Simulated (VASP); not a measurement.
The system is Pd.

```
CELL_PARAMETERS angstrom
0.00000 1.95865 1.95865
1.95865 0.00000 1.95865
1.95865 1.95865 0.00000
ATOMIC_POSITIONS crystal
Pd 0.00000 0.00000 0.00000
```

| Item | Value |
| --- | --- |
| Program | VASP 6.6.1 |
| Task | relaxation of cell and atoms |
| Functional | PBE |
| Potentials or basis | VASP PAW PBE potentials, release 64 (Pd) |
| Cutoff | 600 eV |
| k mesh | 18 × 18 × 18 |
| Occupations | gaussian, width 0.1 eV |
| Spin | no spin polarisation |

At the start: pressure 3.0 GPa; volume 15.03 Å³/atom.

Problem. Where does the relaxation end?

Solution. Over 3 steps the energy falls by 2.3 meV/atom and the volume is 15.29 Å³/atom (+1.7 %); space group Fm-3m (No. 225, to 0.05 Å).

Step by step:
| step | energy change (eV) | largest force (eV/Å) | pressure (GPa) | volume (Å³) |
| --- | --- | --- | --- | --- |
| 1 | 0.0000 | 0.0000 | 3.01 | 15.03 |
| 2 | 0.0021 | 0.0000 | -3.76 | 15.65 |
| 3 | -0.0023 | 0.0000 | 0.00 | 15.29 |

Final structure:
```cif
data_structure
_symmetry_space_group_name_H-M 'P 1'
_symmetry_Int_Tables_number 1
_cell_length_a 2.7857
_cell_length_b 2.7857
_cell_length_c 2.7857
_cell_angle_alpha 60.000
_cell_angle_beta 60.000
_cell_angle_gamma 60.000
_cell_volume 15.29
loop_
_atom_site_label
_atom_site_type_symbol
_atom_site_fract_x
_atom_site_fract_y
_atom_site_fract_z
_atom_site_occupancy
Pd1 Pd 0.00000 0.00000 0.00000 1
```
